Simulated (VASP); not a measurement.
# PbO (P4/nmm) in VASP: further runs

Runs on PbO. Level: PBE. Tasks: single point.

All numbers are computed with VASP 6.6.1; they aren't measurements. Logs are shortened: lines on timing, memory, paths and dates and some standing lists are left out, and cuts for length are marked.

## Step 1: The cell of the first run

Symmetry: P4/nmm, No. 129, tetragonal system. Conventional cell: a = 4.094 Å, b = 4.094 Å, c = 4.871 Å, α = 90.00°, β = 90.00°, γ = 90.00°. Pb (site symmetry 4mm) has 4 O at 2.35 Å within 3.1 Å. O (site symmetry -4m2) has 4 Pb at 2.35 Å and 4 O at 2.89 Å within 3.1 Å.

## Step 2: Single point, PBE (strain +0.030 along x and y, -0.030 along z)

INCAR reads:

```
SYSTEM = PbO
PREC = Accurate
ENCUT = 520
EDIFF = 1E-6
ISMEAR = 0
SIGMA = 0.05
LREAL = .FALSE.
LASPH = .TRUE.
NELM = 100
ALGO = Normal
ISIF = 2
LWAVE = .FALSE.
LCHARG = .FALSE.
GGA = PE
NBANDS = 28
```

KPOINTS reads:

```
regular mesh
0
G
  8 8 6
  0 0 0
```

POSCAR reads:

```
PbO
1.0
    4.0936320000      0.0000000000      0.0000000000
    0.0000000000      4.0936320000      0.0000000000
    0.0000000000      0.0000000000      4.8713400000
Pb O
2 2
Direct
    0.0000000000      0.5000000000      0.2351000000
    0.5000000000      0.0000000000      0.7649000000
    0.0000000000      0.0000000000      0.0000000000
    0.5000000000      0.5000000000      0.0000000000
```

Potentials or basis: VASP PAW PBE potentials, release 64 (Pb_d, O).

On the command line:

```
$ cat potpaw_PBE.64/Pb_d/POTCAR potpaw_PBE.64/O/POTCAR > POTCAR
$ mpirun -np 1 vasp_std > vasp.out
```

OUTCAR:

```text
SYSTEM = PbO
   PREC = Accurate
   ENCUT = 520
   EDIFF = 1E-6
   ISMEAR = 0
   LREAL = .FALSE.
   LASPH = .TRUE.
   NELM = 100
   ISIF = 2
   GGA = PE

 ion  position               nearest neighbor table
   1  0.000  0.500  0.235-   3 2.35   4 2.35   3 2.35   4 2.35   2 3.69   2 3.69   2 3.69   2 3.69
                             2 3.88   2 3.88   2 3.88   2 3.88
   2  0.500  0.000  0.765-   3 2.35   4 2.35   4 2.35   3 2.35   1 3.69   1 3.69   1 3.69   1 3.69
                             1 3.88   1 3.88   1 3.88   1 3.88
   3  0.000  0.000  0.000-   1 2.35   2 2.35   1 2.35   2 2.35
   4  0.500  0.500  0.000-   1 2.35   2 2.35   2 2.35   1 2.35

  LATTYP: Found a simple tetragonal cell.
 ALAT       =     4.0936320000
 C/A-ratio  =     1.1899799493

  Lattice vectors:

 A1 = (   4.0936320000,   0.0000000000,   0.0000000000)
 A2 = (   0.0000000000,   4.0936320000,   0.0000000000)
 A3 = (   0.0000000000,   0.0000000000,   4.8713400000)

Analysis of symmetry for initial positions (statically):
=====================================================================
 Subroutine PRICEL returns:
 Original cell was already a primitive cell.

 Routine SETGRP: Setting up the symmetry group for a
 simple tetragonal supercell.

 Subroutine GETGRP returns: Found 16 space group operations
 (whereof  8 operations were pure point group operations)
 out of a pool of 16 trial point group operations.

The static configuration has the point symmetry D_2d.
 The point group associated with its full space group is D_4h.

Analysis of symmetry for dynamics (positions and initial velocities):
=====================================================================
 Subroutine PRICEL returns:
 Original cell was already a primitive cell.

 Routine SETGRP: Setting up the symmetry group for a
 simple tetragonal supercell.

 Subroutine GETGRP returns: Found 16 space group operations
 (whereof  8 operations were pure point group operations)
 out of a pool of 16 trial point group operations.

The dynamic configuration has the point symmetry D_2d.
 The point group associated with its full space group is D_4h.

 Subroutine INISYM returns: Found 16 space group operations
 (whereof  8 operations are pure point group operations),
 and found     1 'primitive' translations

----------------------------------------------------------------------------------------

                                     Primitive cell

  volume of cell :      81.6331

  direct lattice vectors                    reciprocal lattice vectors
     4.093632000  0.000000000  0.000000000     0.244281850  0.000000000  0.000000000
     0.000000000  4.093632000  0.000000000     0.000000000  0.244281850  0.000000000
     0.000000000  0.000000000  4.871340000     0.000000000  0.000000000  0.205282325

  length of vectors
     4.093632000  4.093632000  4.871340000     0.244281850  0.244281850  0.205282325

  position of ions in fractional coordinates (direct lattice)
     0.000000000  0.500000000  0.235100000
     0.500000000  0.000000000  0.764900000
     0.000000000  0.000000000  0.000000000
     0.500000000  0.500000000  0.000000000

  ion indices of the primitive-cell ions
   primitive index   ion index
                 1           1
                 2           2
                 3           3
                 4           4

----------------------------------------------------------------------------------------

 KPOINTS: regular mesh

Automatic generation of k-mesh.
 Grid dimensions read from file:
 generate k-points for:    8    8    6

 Generating k-lattice:

  Cartesian coordinates                     Fractional coordinates (reciprocal lattice)
     0.030535231  0.000000000  0.000000000     0.125000000  0.000000000  0.000000000
     0.000000000  0.030535231  0.000000000     0.000000000  0.125000000  0.000000000
     0.000000000  0.000000000  0.034213721     0.000000000  0.000000000  0.166666667

  Length of vectors
     0.030535231  0.030535231  0.034213721

  Shift w.r.t. Gamma in fractional coordinates (k-lattice)
     0.000000000  0.000000000  0.000000000

 Subroutine IBZKPT returns following result:
 ===========================================

 Found     60 irreducible k-points:

 Following reciprocal coordinates:
            Coordinates               Weight
  0.000000  0.000000  0.000000      1.000000
  0.125000  0.000000  0.000000      4.000000
  0.250000  0.000000  0.000000      4.000000
  0.375000  0.000000  0.000000      4.000000
  0.500000  0.000000  0.000000      2.000000
  0.125000  0.125000  0.000000      4.000000
[... 16 lines left out ...]
  0.375000  0.125000  0.166667     16.000000
  0.500000  0.125000  0.166667      8.000000
 [... further k-points ...]
   k-points           NKPTS =     60   k-points in BZ     NKDIM =     60   number of bands    NBANDS=     28
   number of dos      NEDOS =    301   number of ions     NIONS =      4
   total plane-waves  NPLWV =  32400
   dimension x,y,z NGX =    30 NGY =   30 NGZ =   36
   dimension x,y,z NGXF=    60 NGYF=   60 NGZF=   72
   ions per type =               2   2
   NGX,Y,Z   is equivalent  to a cutoff of  12.18, 12.18, 12.29 a.u.
   NGXF,Y,Z  is equivalent  to a cutoff of  24.37, 24.37, 24.57 a.u.
 SYSTEM =  PbO
   PREC   = accura    normal or accurate (medium, high low for compatibility)
   ISTART =      0    job   : 0-new  1-cont  2-samecut
   ICHARG =      2    charge: 1-file 2-atom 10-const
   ISPIN  =      1    spin polarized calculation?
   LNONCOLLINEAR =      F non collinear calculations
   LSORBIT =      F    spin-orbit coupling
   LASPH  =      T    aspherical Exc in radial PAW
   ENCUT  =  520.0 eV  38.22 Ry    6.18 a.u.   7.61  7.61  9.06*2*pi/ulx,y,z
   NELM   =    100;   NELMIN=  2; NELMDL= -5     # of ELM steps
   EDIFF  = 0.1E-05   stopping-criterion for ELM
   LREAL  =      F    real-space projection
   EDIFFG = 0.1E-04   stopping-criterion for IOM
   NSW    =      0    number of steps for IOM
   IBRION =     -1    ionic relax: 0-MD 1-quasi-New 2-CG
   NFREE  =      0    steps in history (QN), initial steepest desc. (CG)
   ISIF   =      2    stress and relaxation
   ISYM   =      2    0-nonsym 1-usesym 2-fastsym
   POTIM  = 0.5000    time-step for ionic-motion
   TEBEG  =    0.0;   TEEND  =   0.0 temperature during run
   PSTRESS=    0.0 pullay stress
   NELECT =      40.0000    total number of electrons
   NUPDOWN=      -1.0000    fix difference up-down
   EMIN   =  10.00;   EMAX   =-10.00  energy-range for DOS
   EFERMI =   0.00;   METHOD = LEGACY
   ISMEAR =     0;   SIGMA  =   0.05  broadening in eV -4-tet -1-fermi 0-gaus
   EFERMI_NEDOS =   21; number of points for ismear=-14 and -15
   IALGO  =     38    algorithm
   IMIX   =      4    mixing-type and parameters
     AMIX     =   0.40;   BMIX     =  1.00
     AMIX_MAG =   1.60;   BMIX_MAG =  1.00
  volume/ion in A,a.u.               =      20.41       137.72
  Fermi-wavevector in a.u.,A,eV,Ry     =   1.290643  2.438962 22.664034  1.665759
  Thomas-Fermi vector in A             =   2.422462
   LORBIT       =      0    0 simple, 1 ext, 2 COOP (PROOUT), +10 PAW based schemes
   GGA     = PE    functional components
   LHFCALC =     F    Hartree Fock is set to
   AEXX    =    0.0000 exact exchange contribution
   IVDW    =     0    specifies the selected vdW correction
   LEPSILON=     F    determine dielectric tensor
   LRPA    =     F    only Hartree local field effects (RPA)
 non-spin polarized calculation
 Gauss-broadening in eV      SIGMA  =   0.05
  energy-cutoff  :      520.00
  volume of cell :       81.63
 maximum number of plane-waves:      2222
   NGX = 15   NGY = 15   NGZ = 19

 number of electron      39.9999982 magnetization

 Free energy of the ion-electron system (eV)
  ---------------------------------------------------
  ext. energy  EPLUGINS =         0.00000000
  ---------------------------------------------------
  free energy    TOTEN  =       -21.45301581 eV

  energy without entropy =      -21.45301581  energy(sigma->0) =      -21.45301581

 E-fermi :   4.9310     XC(G=0):  -9.7086

 val. band max:        4.6810656329   @ k =   0.1250   0.1250   0.0000
 cond. band min:       6.1041748270   @ k =   0.5000   0.5000   0.0000
 fundamental gap:      1.4231091941
 Fermi energy:         4.9310334360

 k-point     1 :       0.0000    0.0000    0.0000
  band No.  band energies     occupation
      1     -13.2558      2.00000
      2     -12.8912      2.00000
      3     -11.1670      2.00000
      4     -11.1670      2.00000
      5     -11.1228      2.00000
      6     -11.0485      2.00000
[... 20 lines left out ...]
     27      12.4089      0.00000
     28      12.8827      0.00000

 k-point     2 :       0.1250    0.0000    0.0000
  band No.  band energies     occupation
      1     -13.2272      2.00000
      2     -12.8944      2.00000
      3     -11.1603      2.00000
      4     -11.1565      2.00000
      5     -11.1136      2.00000
      6     -11.0426      2.00000
[... 20 lines left out ...]
     27      12.5635      0.00000
     28      13.7304      0.00000

 k-point     3 :       0.2500    0.0000    0.0000
  band No.  band energies     occupation
      1     -13.1550      2.00000
      2     -12.9080      2.00000
      3     -11.1414      2.00000
      4     -11.1274      2.00000
      5     -11.0865      2.00000
      6     -11.0368      2.00000
[... 20 lines left out ...]
     27      12.7812      0.00000
     28      15.3294      0.00000

 k-point     4 :       0.3750    0.0000    0.0000
  band No.  band energies     occupation
      1     -13.0686      2.00000
      2     -12.9394      2.00000
      3     -11.1141      2.00000
      4     -11.0913      2.00000
      5     -11.0568      2.00000
      6     -11.0439      2.00000
[... 578 lines left out ...]
     27      13.5883      0.00000
     28      15.0626      0.00000

 k-point    23 :       0.3750    0.1250    0.1667
  band No.  band energies     occupation
      1     -13.0562      2.00000
      2     -12.9379      2.00000
      3     -11.1182      2.00000
      4     -11.0826      2.00000
      5     -11.0583      2.00000
      6     -11.0342      2.00000
[... 20 lines left out ...]
     27      13.8805      0.00000
     28      14.4950      0.00000

 k-point    24 :       0.5000    0.1250    0.1667
  band No.  band energies     occupation
      1     -12.9882      2.00000
      2     -12.9882      2.00000
      3     -11.0952      2.00000
      4     -11.0952      2.00000
      5     -11.0463      2.00000
      6     -11.0463      2.00000
[... 20 lines left out ...]
     27      14.1632      0.00000
     28      14.1632      0.00000

 [... further k-points ...]

------------------------ aborting loop because EDIFF is reached ----------------------------------------

  FORCE on cell =-STRESS in cart. coord.  units (eV):
  Direction    XX          YY          ZZ          XY          YZ          ZX
  --------------------------------------------------------------------------------------
  -------------------------------------------------------------------------------------
  Total        0.6292451      0.6292451      1.4843396      0.0000000      0.0000000      0.0000000
  in kB       12.3499272     12.3499272     29.1325045      0.0000000      0.0000000      0.0000000
  external PRESSURE =      17.9441197 kB  Pullay stress =       0.0000000 kB

 VOLUME and BASIS-vectors are now :
 -----------------------------------------------------------------------------
  energy-cutoff  :      520.00
  volume of cell :       81.63
      direct lattice vectors                 reciprocal lattice vectors
     4.093632000  0.000000000  0.000000000     0.244281850  0.000000000  0.000000000
     0.000000000  4.093632000  0.000000000     0.000000000  0.244281850  0.000000000
     0.000000000  0.000000000  4.871340000     0.000000000  0.000000000  0.205282325

 POSITION                                       TOTAL-FORCE (eV/Angst)
 -----------------------------------------------------------------------------------
      0.00000      2.04682      1.14525        -0.000000      0.000000      0.278276
      2.04682      0.00000      3.72609        -0.000000      0.000000     -0.278276
      0.00000      0.00000      0.00000        -0.000000      0.000000     -0.000000
      2.04682      2.04682      0.00000         0.000000     -0.000000     -0.000000
 -----------------------------------------------------------------------------------
    total drift:                                0.000000      0.000000     -0.000000

  FREE ENERGIE OF THE ION-ELECTRON SYSTEM (eV)
  ---------------------------------------------------
  free  energy   TOTEN  =       -21.4530158119 eV

  energy  without entropy=      -21.4530158119  energy(sigma->0) =      -21.45301581
```

Run time: 75 s. Hardware: 1 thread of AMD EPYC 7R13 (Zen 3), shared host; peak memory 0.22 GiB.

Results:

| Property | Result |
| --- | --- |
| Free energy | -21.4530 eV |
| Pressure | 1.8 GPa |
| Largest force | 0.278 eV/Å |
| Band gap on the k mesh | 1.42 eV (least direct gap 2.10 eV) |

Forces in eV/Å, atoms in the order of the input:
```
Pb   0.000  0.000  0.278
Pb   0.000  0.000 -0.278
O    0.000  0.000  0.000
O    0.000  0.000  0.000
```

Stress tensor (GPa, compression positive):
```
1.23 0.00 0.00
0.00 1.23 0.00
0.00 0.00 2.91
```

Caveat: the cell differs from its parent crystal (strain +0.030 along x and y, -0.030 along z); spin-orbit coupling is left out, which moves the levels of the heavy elements. A k mesh can miss the band edges.

## Step 3: Single point, PBE (strain +0.015 along x and y, +0.000 along z)

INCAR reads:

```
  ALGO = Normal
  EDIFF = 1E-7
  ENCUT = 520
  GGA = PE
  ISIF = 2
  ISMEAR = 0
  LASPH = True
  LCHARG = False
  LREAL = False
  LWAVE = False
  NBANDS = 28
  NELM = 100
  PREC = Accurate
  SIGMA = 0.05
```

KPOINTS reads:

```
k-points
0
Gamma
  8 8 6
```

POSCAR reads:

```
PbO
1.0
    4.0340160000      0.0000000000      0.0000000000
    0.0000000000      4.0340160000      0.0000000000
    0.0000000000      0.0000000000      5.0220000000
Pb O
2 2
Direct
    0.0000000000      0.5000000000      0.2351000000
    0.5000000000      0.0000000000      0.7649000000
    0.0000000000      0.0000000000      0.0000000000
    0.5000000000      0.5000000000      0.0000000000
```

Potentials or basis: VASP PAW PBE potentials, release 64 (Pb_d, O).

On the command line:

```
$ cat potpaw_PBE.64/Pb_d/POTCAR potpaw_PBE.64/O/POTCAR > POTCAR
$ mpirun -np 1 vasp_std > vasp.out
```

Run time: 89 s. Hardware: 1 thread of AMD EPYC 7R13 (Zen 3), shared host; peak memory 0.22 GiB.

It converged, with:

```
Free energy            : -21.4682 eV
Pressure               : 2.2 GPa
Largest force          : 0.141 eV/Å
Band gap on the k mesh : 1.33 eV (least direct gap 2.26 eV)
```

Forces on the atoms (eV/Å):
```
Pb   0.000  0.000  0.141
Pb   0.000  0.000 -0.141
O    0.000  0.000  0.000
O    0.000  0.000  0.000
```

Stress tensor (GPa, compression positive):
```
2.14 0.00 0.00
0.00 2.14 0.00
0.00 0.00 2.22
```

Levels at points of the mesh, in eV from the valence-band top:
```csv
k point,band 17,band 18,band 19,band 20,band 21,band 22,band 23,band 24
"(0.00, 0.00, 0.00)",-1.56,-1.56,-1.55,-0.02,2.33,5.46,5.63,5.63
"(0.50, 0.00, 0.00)",-2.86,-2.86,-1.49,-1.49,3.41,3.41,6.47,6.47
"(0.50, 0.50, 0.00)",-1.54,-1.54,-0.94,-0.94,1.33,1.33,5.35,5.35
"(0.00, 0.00, 0.50)",-1.60,-1.58,-1.58,-0.74,1.90,4.05,4.05,4.17
"(0.50, 0.00, 0.50)",-2.82,-2.82,-0.87,-0.87,3.11,3.11,6.26,6.26
"(0.50, 0.50, 0.50)",-2.11,-2.11,-0.94,-0.94,3.56,3.56,4.74,4.74
```

Caveat: the cell differs from its parent crystal (strain +0.015 along x and y, +0.000 along z); spin-orbit coupling is left out, which moves the levels of the heavy elements. A k mesh can miss the band edges.

(Part 1 of 2 ends here.)
